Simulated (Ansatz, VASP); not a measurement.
**Two plane-wave programs on P**

```
P
1.0
     3.09100    0.00000    0.00000
    -1.54550    2.67688    0.00000
     0.00000    0.00000   28.00000
P
2
Cartesian
  0.0000 1.7846 14.3930
  1.5455 0.8923 13.6070
```

Alike in both runs: task single point; functional r2SCAN; k mesh 9 × 9 × 1; occupations gaussian, width 0.02 eV; no spin polarisation.

```csv
,VASP,Ansatz
version,VASP 6.6.1,Ansatz 0.2.0
potentials or method,"VASP PAW PBE potentials, release 64 (P), cutoff 520 eV","scalar-relativistic, plane waves, PAW"
valence electrons in the cell,10,10
```

Ansatz gave:

```
gap on the k mesh at the Fermi level (eV) : none
rms of the force components (eV/Å)        : 4.594
```

Q: Which values does VASP return?

A: gap on the k mesh at the Fermi level (eV): none; rms of the force components (eV/Å): 4.580.

VASP's potentials were made for PBE, not for r2SCAN. Atom by atom the forces differ by 0.015 eV/Å (rms over components). A gap of «none» marks a metal or a gap that the smearing closes.
